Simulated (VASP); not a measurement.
# ZnO (P6_3mc) in VASP: a series of runs

Runs on ZnO. Level: r2SCAN. Tasks: single point.

Everything below comes from runs of VASP 6.6.1. Logs are shortened: lines on timing, memory, paths and dates and some standing lists are left out, and cuts for length are marked.

**What was measured.**

From “Electronic structure of alkaline earth and post-transition metal oxides”, 2009, arxiv:0908.1581, for a bulk crystal of ZnO: band gap 3.37 eV.

How close the calculation comes is told below.

### 1 The cell of the first run

Symmetry: P6_3mc, No. 186, hexagonal system. Conventional cell: a = 3.203 Å, b = 3.203 Å, c = 5.158 Å, α = 90.00°, β = 90.00°, γ = 120.00°. Within 2.6 Å of Zn (site symmetry 3m) lie 4 O at 1.95 to 1.96 Å. O (site symmetry 3m) has 4 Zn at 1.95 to 1.96 Å within 2.6 Å.

### 2 Single point, r2SCAN (11.46 Å³/atom)

File POSCAR:

```
ZnO
1.0
    3.2026696554      0.0000000000      0.0000000000
   -1.6013348277      2.7735932815      0.0000000000
    0.0000000000      0.0000000000      5.1582740427
Zn O
2 2
Direct
    0.3333333333      0.6666666667      0.4996551081
    0.6666666667      0.3333333333     -0.0003448919
    0.6666666667      0.3333333333      0.3793548919
    0.3333333333      0.6666666667      0.8793548919
```

File INCAR.step1:

```
PREC = Accurate
ENCUT = 660
ISMEAR = 0
SIGMA = 0.01
LREAL = False
LASPH = True
NELM = 120
NBANDS = 26
GGA = PE
ALGO = Normal
EDIFF = 1E-5
LWAVE = True
LCHARG = False
GGA_COMPAT = False
```

File INCAR.step2:

```
PREC = Accurate
ENCUT = 660
EDIFF = 1E-6
ISMEAR = 0
SIGMA = 0.01
LREAL = False
LASPH = True
NELM = 120
ALGO = Normal
ISIF = 2
LWAVE = False
LCHARG = False
METAGGA = R2SCAN
LMIXTAU = True
NBANDS = 26
ISTART = 1
GGA_COMPAT = False
```

File KPOINTS:

```
regular mesh
0
Gamma
  9 9 4
```

Potentials or basis: VASP PAW PBE potentials, release 64 (Zn, O).

Launch:

```console
> cat potpaw_PBE.64/Zn/POTCAR potpaw_PBE.64/O/POTCAR > POTCAR
> cp INCAR.step1 INCAR
> mpirun -np 1 vasp_std > vasp.out
> cp INCAR.step2 INCAR
> mpirun -np 1 vasp_std > vasp.out
```

OUTCAR:

```text
PREC = Accurate
   ENCUT = 660
   EDIFF = 1E-6
   ISMEAR = 0
   LREAL = False
   LASPH = True
   NELM = 120
   ISIF = 2
   METAGGA = R2SCAN
   ISTART = 1

 ion  position               nearest neighbor table
   1  0.333  0.667  0.500-   3 1.95   3 1.95   3 1.95   4 1.96
   2  0.667  0.333  1.000-   4 1.95   4 1.95   4 1.95   3 1.96
   3  0.667  0.333  0.379-   1 1.95   1 1.95   1 1.95   2 1.96
   4  0.333  0.667  0.879-   2 1.95   2 1.95   2 1.95   1 1.96

  LATTYP: Found a hexagonal cell.
 ALAT       =     3.2026696554
 C/A-ratio  =     1.6106169533

  Lattice vectors:

 A1 = (   3.2026696554,   0.0000000000,   0.0000000000)
 A2 = (  -1.6013348277,   2.7735932815,   0.0000000000)
 A3 = (   0.0000000000,   0.0000000000,   5.1582740427)

Analysis of symmetry for initial positions (statically):
=====================================================================
 Subroutine PRICEL returns:
 Original cell was already a primitive cell.

 Routine SETGRP: Setting up the symmetry group for a
 hexagonal supercell.

 Subroutine GETGRP returns: Found 12 space group operations
 (whereof  6 operations were pure point group operations)
 out of a pool of 24 trial point group operations.

The static configuration has the point symmetry C_3v.
 The point group associated with its full space group is C_6v.

Analysis of symmetry for dynamics (positions and initial velocities):
=====================================================================
 Subroutine PRICEL returns:
 Original cell was already a primitive cell.

 Routine SETGRP: Setting up the symmetry group for a
 hexagonal supercell.

 Subroutine GETGRP returns: Found 12 space group operations
 (whereof  6 operations were pure point group operations)
 out of a pool of 24 trial point group operations.

The dynamic configuration has the point symmetry C_3v.
 The point group associated with its full space group is C_6v.

 Subroutine INISYM returns: Found 12 space group operations
 (whereof  6 operations are pure point group operations),
 and found     1 'primitive' translations

----------------------------------------------------------------------------------------

                                     Primitive cell

  volume of cell :      45.8204

  direct lattice vectors                    reciprocal lattice vectors
     3.202669655  0.000000000  0.000000000     0.312239509  0.180271564  0.000000000
    -1.601334828  2.773593282  0.000000000     0.000000000  0.360543129  0.000000000
     0.000000000  0.000000000  5.158274043     0.000000000  0.000000000  0.193863295

  length of vectors
     3.202669655  3.202669655  5.158274043     0.360543129  0.360543129  0.193863295

  position of ions in fractional coordinates (direct lattice)
     0.333333333  0.666666667  0.499655108
     0.666666667  0.333333333  0.999655108
     0.666666667  0.333333333  0.379354892
     0.333333333  0.666666667  0.879354892

  ion indices of the primitive-cell ions
   primitive index   ion index
                 1           1
                 2           2
                 3           3
                 4           4

----------------------------------------------------------------------------------------

 KPOINTS: regular mesh

Automatic generation of k-mesh.
 Grid dimensions read from file:
 generate k-points for:    9    9    4

 Generating k-lattice:

  Cartesian coordinates                     Fractional coordinates (reciprocal lattice)
     0.034693279  0.020030174  0.000000000     0.111111111  0.000000000  0.000000000
     0.000000000  0.040060348  0.000000000     0.000000000  0.111111111  0.000000000
     0.000000000  0.000000000  0.048465824     0.000000000  0.000000000  0.250000000

  Length of vectors
     0.040060348  0.040060348  0.048465824

  Shift w.r.t. Gamma in fractional coordinates (k-lattice)
     0.000000000  0.000000000  0.000000000

 Subroutine IBZKPT returns following result:
 ===========================================

 Found     36 irreducible k-points:

 Following reciprocal coordinates:
            Coordinates               Weight
  0.000000  0.000000  0.000000      1.000000
  0.111111  0.000000  0.000000      6.000000
  0.222222  0.000000  0.000000      6.000000
  0.333333  0.000000  0.000000      6.000000
  0.444444  0.000000  0.000000      6.000000
  0.111111  0.111111  0.000000      6.000000
[... 16 lines left out ...]
  0.333333  0.222222  0.250000     24.000000
  0.333333  0.333333  0.250000      4.000000
 [... further k-points ...]
   k-points           NKPTS =     36   k-points in BZ     NKDIM =     36   number of bands    NBANDS=     26
   number of dos      NEDOS =    301   number of ions     NIONS =      4
   total plane-waves  NPLWV =  37632
   dimension x,y,z NGX =    28 NGY =   28 NGZ =   48
   dimension x,y,z NGXF=    56 NGYF=   56 NGZF=   96
   ions per type =               2   2
   NGX,Y,Z   is equivalent  to a cutoff of  14.53, 14.53, 15.47 a.u.
   NGXF,Y,Z  is equivalent  to a cutoff of  29.07, 29.07, 30.94 a.u.
 SYSTEM =  unknown system
   PREC   = accura    normal or accurate (medium, high low for compatibility)
   ISTART =      1    job   : 0-new  1-cont  2-samecut
   ICHARG =      0    charge: 1-file 2-atom 10-const
   ISPIN  =      1    spin polarized calculation?
   LNONCOLLINEAR =      F non collinear calculations
   LSORBIT =      F    spin-orbit coupling
   LASPH  =      T    aspherical Exc in radial PAW
   ENCUT  =  660.0 eV  48.51 Ry    6.96 a.u.   6.71  6.71 10.81*2*pi/ulx,y,z
   NELM   =    120;   NELMIN=  2; NELMDL=  0     # of ELM steps
   EDIFF  = 0.1E-05   stopping-criterion for ELM
   LREAL  =      F    real-space projection
   EDIFFG = 0.1E-04   stopping-criterion for IOM
   NSW    =      0    number of steps for IOM
   IBRION =     -1    ionic relax: 0-MD 1-quasi-New 2-CG
   NFREE  =      0    steps in history (QN), initial steepest desc. (CG)
   ISIF   =      2    stress and relaxation
   ISYM   =      2    0-nonsym 1-usesym 2-fastsym
   POTIM  = 0.5000    time-step for ionic-motion
   TEBEG  =    0.0;   TEEND  =   0.0 temperature during run
   PSTRESS=    0.0 pullay stress
   NELECT =      36.0000    total number of electrons
   NUPDOWN=      -1.0000    fix difference up-down
   EMIN   =  10.00;   EMAX   =-10.00  energy-range for DOS
   EFERMI =   0.00;   METHOD = LEGACY
   ISMEAR =     0;   SIGMA  =   0.01  broadening in eV -4-tet -1-fermi 0-gaus
   EFERMI_NEDOS =   21; number of points for ismear=-14 and -15
   IALGO  =     38    algorithm
   IMIX   =      4    mixing-type and parameters
     AMIX     =   0.40;   BMIX     =  1.00
     AMIX_MAG =   1.60;   BMIX_MAG =  1.00
  volume/ion in A,a.u.               =      11.46        77.30
  Fermi-wavevector in a.u.,A,eV,Ry     =   1.510622  2.854662 31.048219  2.281980
  Thomas-Fermi vector in A             =   2.620788
   LORBIT       =      0    0 simple, 1 ext, 2 COOP (PROOUT), +10 PAW based schemes
   METAGGA = R2SCAN    functional components
   LHFCALC =     F    Hartree Fock is set to
   AEXX    =    0.0000 exact exchange contribution
   IVDW    =     0    specifies the selected vdW correction
   LEPSILON=     F    determine dielectric tensor
   LRPA    =     F    only Hartree local field effects (RPA)
 non-spin polarized calculation
 Gauss-broadening in eV      SIGMA  =   0.01
  energy-cutoff  :      660.00
  volume of cell :       45.82
 maximum number of plane-waves:      1785
 NGX is ok and might be reduce to    28
   NGX = 13   NGY = 13   NGZ = 21

 number of electron      35.9999983 magnetization

 Free energy of the ion-electron system (eV)
  ---------------------------------------------------
  ext. energy  EPLUGINS =         0.00000000
  ---------------------------------------------------
  free energy    TOTEN  =       -36.29908969 eV

  energy without entropy =      -36.29908969  energy(sigma->0) =      -36.29908969

 E-fermi :   1.2950     XC(G=0): -11.8846

 val. band max:        1.2044105877   @ k =   0.0000   0.0000   0.0000
 cond. band min:       2.4874437258   @ k =   0.0000   0.0000   0.0000
 fundamental gap:      1.2830331381
 Fermi energy:         1.2949783240

 k-point     1 :       0.0000    0.0000    0.0000
  band No.  band energies     occupation
      1     -18.2008      2.00000
      2     -17.4582      2.00000
      3      -4.8169      2.00000
      4      -4.8169      2.00000
      5      -4.8016      2.00000
      6      -4.7556      2.00000
[... 18 lines left out ...]
     25      16.5375      0.00000
     26      16.5375      0.00000

 k-point     2 :       0.1111    0.0000    0.0000
  band No.  band energies     occupation
      1     -18.1312      2.00000
      2     -17.4273      2.00000
      3      -4.9006      2.00000
      4      -4.7737      2.00000
      5      -4.7124      2.00000
      6      -4.7054      2.00000
[... 18 lines left out ...]
     25      16.5304      0.00000
     26      16.7023      0.00000

 k-point     3 :       0.2222    0.0000    0.0000
  band No.  band energies     occupation
      1     -17.9458      2.00000
      2     -17.3535      2.00000
      3      -5.0602      2.00000
      4      -4.7124      2.00000
      5      -4.6708      2.00000
      6      -4.5636      2.00000
[... 18 lines left out ...]
     25      15.5869      0.00000
     26      16.6215      0.00000

 k-point     4 :       0.3333    0.0000    0.0000
  band No.  band energies     occupation
      1     -17.7105      2.00000
      2     -17.2848      2.00000
      3      -5.1483      2.00000
      4      -4.7707      2.00000
      5      -4.5732      2.00000
      6      -4.3741      2.00000
[... 18 lines left out ...]
     25      15.6490      0.00000
     26      16.4774      0.00000

 k-point     5 :       0.4444    0.0000    0.0000
  band No.  band energies     occupation
      1     -17.5259      2.00000
      2     -17.2654      2.00000
      3      -5.0950      2.00000
      4      -4.8499      2.00000
      5      -4.5248      2.00000
      6      -4.1861      2.00000
[... 18 lines left out ...]
     25      15.3980      0.00000
     26      16.6747      0.00000

 k-point     6 :       0.1111    0.1111    0.0000
  band No.  band energies     occupation
      1     -18.0036      2.00000
      2     -17.3750      2.00000
      3      -4.9825      2.00000
      4      -4.7842      2.00000
      5      -4.6489      2.00000
      6      -4.6180      2.00000
[... 427 lines left out ...]
 k-point    21 :       0.4444    0.1111    0.2500
  band No.  band energies     occupation
      1     -17.4360      2.00000
      2     -17.2930      2.00000
      3      -5.0994      2.00000
      4      -4.9698      2.00000
      5      -4.4970      2.00000
      6      -4.2443      2.00000
[... 18 lines left out ...]
     25      15.2368      0.00000
     26      16.4476      0.00000

 k-point    22 :       0.2222    0.2222    0.2500
  band No.  band energies     occupation
      1     -17.5449      2.00000
      2     -17.3099      2.00000
      3      -5.0229      2.00000
      4      -4.9383      2.00000
      5      -4.4934      2.00000
      6      -4.4774      2.00000
[... 18 lines left out ...]
     25      14.3865      0.00000
     26      17.8191      0.00000

 k-point    23 :       0.3333    0.2222    0.2500
  band No.  band energies     occupation
      1     -17.4061      2.00000
      2     -17.2902      2.00000
      3      -4.9307      2.00000
      4      -4.7874      2.00000
      5      -4.5539      2.00000
      6      -4.3411      2.00000
[... 18 lines left out ...]
     25      15.2131      0.00000
     26      16.9577      0.00000

 k-point    24 :       0.3333    0.3333    0.2500
  band No.  band energies     occupation
      1     -17.3211      2.00000
      2     -17.3211      2.00000
      3      -4.7905      2.00000
      4      -4.6405      2.00000
      5      -4.6405      2.00000
      6      -4.3091      2.00000
[... 18 lines left out ...]
     25      15.7834      0.00000
     26      17.4292      0.00000

 [... further k-points ...]

------------------------ aborting loop because EDIFF is reached ----------------------------------------

  FORCE on cell =-STRESS in cart. coord.  units (eV):
  Direction    XX          YY          ZZ          XY          YZ          ZX
  --------------------------------------------------------------------------------------
  -------------------------------------------------------------------------------------
  Total        1.5989979      1.5989979      1.5837398      0.0000000      0.0000000      0.0000000
  in kB       55.9112417     55.9112417     55.3777195      0.0000000      0.0000000      0.0000000
  external PRESSURE =      55.7334010 kB  Pullay stress =       0.0000000 kB

 VOLUME and BASIS-vectors are now :
 -----------------------------------------------------------------------------
  energy-cutoff  :      660.00
  volume of cell :       45.82
      direct lattice vectors                 reciprocal lattice vectors
     3.202669655  0.000000000  0.000000000     0.312239509  0.180271564  0.000000000
    -1.601334828  2.773593282  0.000000000     0.000000000  0.360543129  0.000000000
     0.000000000  0.000000000  5.158274043     0.000000000  0.000000000  0.193863295

 POSITION                                       TOTAL-FORCE (eV/Angst)
 -----------------------------------------------------------------------------------
     -0.00000      1.84906      2.57736         0.000000      0.000000      0.009457
      1.60133      0.92453      5.15649        -0.000000      0.000000      0.009457
      1.60133      0.92453      1.95682         0.000000     -0.000000     -0.009457
     -0.00000      1.84906      4.53595        -0.000000      0.000000     -0.009457
 -----------------------------------------------------------------------------------
    total drift:                                0.000000     -0.000000      0.030167

  FREE ENERGIE OF THE ION-ELECTRON SYSTEM (eV)
  ---------------------------------------------------
  free  energy   TOTEN  =       -36.2990896893 eV

  energy  without entropy=      -36.2990896893  energy(sigma->0) =      -36.29908969
```

Run time: 3.2 min. Hardware: 1 thread of Intel Xeon 6975P-C (Granite Rapids), shared host; peak memory 0.22 GiB.

What came out:

```
Free energy            : -36.2991 eV
Pressure               : 5.6 GPa
Largest force          : 0.009 eV/Å
Band gap on the k mesh : 1.28 eV
```

Forces in eV/Å, atoms in the order of the input:
```
Zn   0.000  0.000  0.009
Zn   0.000  0.000  0.009
O    0.000  0.000 -0.009
O    0.000  0.000 -0.009
```

Caveat: the cell stands under pressure; the PAW data sets were made with another functional, which shifts forces and pressure a little.

### 3 Single point, r2SCAN

This run uses another cell than the first one, of 11.81 Å³/atom.

File POSCAR:

```
ZnO
1.0
    3.2353522153      0.0000000000      0.0000000000
   -1.6176761076      2.8018972086      0.0000000000
    0.0000000000      0.0000000000      5.2109131278
Zn O
2 2
Direct
    0.3333333333      0.6666666667      0.4996551081
    0.6666666667      0.3333333333     -0.0003448919
    0.6666666667      0.3333333333      0.3793548919
    0.3333333333      0.6666666667      0.8793548919
```

File INCAR.step1:

```
ALGO = Normal
EDIFF = 1E-5
ENCUT = 660
GGA = PE
GGA_COMPAT = False
ISMEAR = 0
LASPH = True
LCHARG = False
LREAL = False
LWAVE = True
NBANDS = 26
NELM = 120
PREC = Accurate
SIGMA = 0.01
```

File INCAR.step2:

```
ALGO = Normal
EDIFF = 1E-6
ENCUT = 660
GGA_COMPAT = False
ISIF = 2
ISMEAR = 0
ISTART = 1
LASPH = True
LCHARG = False
LMIXTAU = True
LREAL = False
LWAVE = False
METAGGA = R2SCAN
NBANDS = 26
NELM = 120
PREC = Accurate
SIGMA = 0.01
```

File KPOINTS:

```
k-points
0
Gamma
  9 9 4
```

Potentials or basis: VASP PAW PBE potentials, release 64 (Zn, O).

Launch:

```console
> cat potpaw_PBE.64/Zn/POTCAR potpaw_PBE.64/O/POTCAR > POTCAR
> cp INCAR.step1 INCAR
> mpirun -np 1 vasp_std > vasp.out
> cp INCAR.step2 INCAR
> mpirun -np 1 vasp_std > vasp.out
```

Run time: 3.6 min. Hardware: 1 thread of Intel Xeon 6975P-C (Granite Rapids), shared host; peak memory 0.22 GiB.

The run converged. Its results:

```yaml
Free_energy: -36.3290 eV
Pressure: 0.6 GPa
Band_gap_on_the_k_mesh: 1.24 eV
```

Levels at points of the mesh, in eV from the valence-band top:
| k point | band 16 | band 17 | band 18 | band 19 | band 20 | band 21 |
| --- | --- | --- | --- | --- | --- | --- |
| (0.00, 0.00, 0.00) | -0.10 | 0.00 | 0.00 | 1.24 | 5.88 | 8.83 |
| (0.00, 0.00, 0.50) | -0.40 | -0.40 | -0.40 | 3.94 | 3.94 | 10.83 |

Caveat: the PAW data sets were made with another functional, which shifts forces and pressure a little.

### 4 Single point, r2SCAN (12.16 Å³/atom)

This run uses another cell than the first one, of 12.16 Å³/atom.

File POSCAR:

```
ZnO
1.0
    3.2673874889      0.0000000000      0.0000000000
   -1.6336937445      2.8296405694      0.0000000000
    0.0000000000      0.0000000000      5.2625096827
Zn O
2 2
Direct
    0.3333333333      0.6666666667      0.4996551081
    0.6666666667      0.3333333333     -0.0003448919
    0.6666666667      0.3333333333      0.3793548919
    0.3333333333      0.6666666667      0.8793548919
```

File INCAR.step1:

```
PREC = Accurate
ENCUT = 660
ISMEAR = 0
SIGMA = 0.01
LREAL = False
LASPH = True
NELM = 120
NBANDS = 26
GGA = PE
ALGO = Normal
EDIFF = 1E-5
LWAVE = True
LCHARG = False
GGA_COMPAT = False
```

File INCAR.step2:

```
PREC = Accurate
ENCUT = 660
EDIFF = 1E-6
ISMEAR = 0
SIGMA = 0.01
LREAL = False
LASPH = True
NELM = 120
ALGO = Normal
ISIF = 2
LWAVE = False
LCHARG = False
METAGGA = R2SCAN
LMIXTAU = True
NBANDS = 26
ISTART = 1
GGA_COMPAT = False
```

File KPOINTS:

```
regular mesh
0
Gamma
  9 9 4
```

Launch:

```console
> cat potpaw_PBE.64/Zn/POTCAR potpaw_PBE.64/O/POTCAR > POTCAR
> cp INCAR.step1 INCAR
> mpirun -np 1 vasp_std > vasp.out
> cp INCAR.step2 INCAR
> mpirun -np 1 vasp_std > vasp.out
```

It took 4 min on 1 thread of Intel Xeon 6975P-C (Granite Rapids), shared host; peak memory 0.22 GiB.

It converged, with:

| Item | Value |
| --- | --- |
| Free energy | -36.3180 eV |
| Pressure | -3.5 GPa |
| Band gap on the k mesh | 1.19 eV |

Levels at points of the mesh, in eV from the valence-band top:
| k point | band 14 | band 15 | band 16 | band 17 | band 18 | band 19 | band 20 | band 21 | band 22 | band 23 |
| --- | --- | --- | --- | --- | --- | --- | --- | --- | --- | --- |
| (0.00, 0.00, 0.00) | -0.78 | -0.78 | -0.08 | 0.00 | 0.00 | 1.19 | 5.76 | 8.73 | 13.58 | 13.58 |
| (0.00, 0.00, 0.50) | -2.22 | -0.39 | -0.39 | -0.39 | -0.39 | 3.86 | 3.86 | 10.70 | 10.70 | 13.87 |

Caveat: the cell stands under tension; the PAW data sets were made with another functional, which shifts forces and pressure a little. r2SCAN opens gaps a little over a GGA but as a rule still falls short of measured ones.

### 5 Overview

| cell | gap on the mesh (eV) | pressure (GPa) |
| --- | --- | --- |
| a = 3.203, b = 3.203, c = 5.158 Å, angles 90.0, 90.0, 120.0°, 4 atoms | 1.28 | 5.6 |
| a = 3.235, b = 3.235, c = 5.211 Å, angles 90.0, 90.0, 120.0°, 4 atoms | 1.24 | 0.6 |
| a = 3.267, b = 3.267, c = 5.263 Å, angles 90.0, 90.0, 120.0°, 4 atoms | 1.19 | -3.5 |

Alike in all rows: task single point; level r2SCAN; potentials or basis VASP PAW PBE potentials, release 64 (Zn, O); no spin polarisation; k mesh 9 × 9 × 4; cutoff (eV) 660; smearing gaussian 0.01 eV.

Caveats: the PAW data sets were made with another functional, which shifts forces and pressure a little; the cell stands under pressure (at least some runs); the cell stands under tension (at least some runs).

Absolute energies hang on the potentials; compare differences alone.

### 6 How close it comes

Step 3. Measured gap of ZnO: 3.37 eV (quoted in “Electronic structure of alkaline earth and post-transition metal oxides”, 2009, arxiv:0908.1581). This calculation gives 1.24 eV (-2.13 eV). So large a miss can be the level of theory's own, or it may mean another phase, state or a wrong row. The value is that of r2SCAN, without temperature or zero-point motion.
